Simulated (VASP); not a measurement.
Input of a VASP 6.6.1 run:

Contents of INCAR:

```
SYSTEM = AlAu2
PREC = Accurate
ENCUT = 520
EDIFF = 1E-6
ISMEAR = 0
SIGMA = 0.15
LREAL = .FALSE.
LASPH = .TRUE.
NELM = 60
ALGO = Fast
ISIF = 2
LWAVE = .FALSE.
LCHARG = .FALSE.
NBANDS = 20
```

Contents of KPOINTS:

```
Automatic mesh
0
G
  16 16 16
  0 0 0
```

The input POSCAR:

```
AlAu2
1.0
   -1.6523234788      1.6523234788      3.9824500000
    1.6523234788     -1.6523234788      3.9824500000
    1.6523234788      1.6523234788     -3.9824500000
Al Au
1 2
Direct
    0.0000000000      0.0000000000      0.0000000000
    0.6570428093      0.6570428093      0.0000000000
    0.3429571907      0.3429571907      0.0000000000
```

Potentials or basis: VASP PAW LDA potentials, release 64 (Al, Au).

Run with:

```sh
$ cat potpaw_LDA.64/Al/POTCAR potpaw_LDA.64/Au/POTCAR > POTCAR
$ mpirun -np 1 vasp_std > vasp.out
```

Question: Estimate the band gap on the k mesh.

Answer: Zero (an odd number of electrons rules out a gap without spin polarisation).

Question: Estimate the largest force.

Answer: 1.641 eV/Å.

Question: What does it give for the pressure?

Answer: 21.8 GPa.

Stress tensor (GPa, compression positive):
```
15.20  0.00  0.00
 0.00 15.20  0.00
 0.00  0.00 35.08
```

Caveat: the stress differs along the axes, from 15 to 35 GPa; spin-orbit coupling is left out, which moves the levels of the heavy elements; forces of over 1 eV/Å act on the atoms, so gaps and moduli don't describe the material at rest.
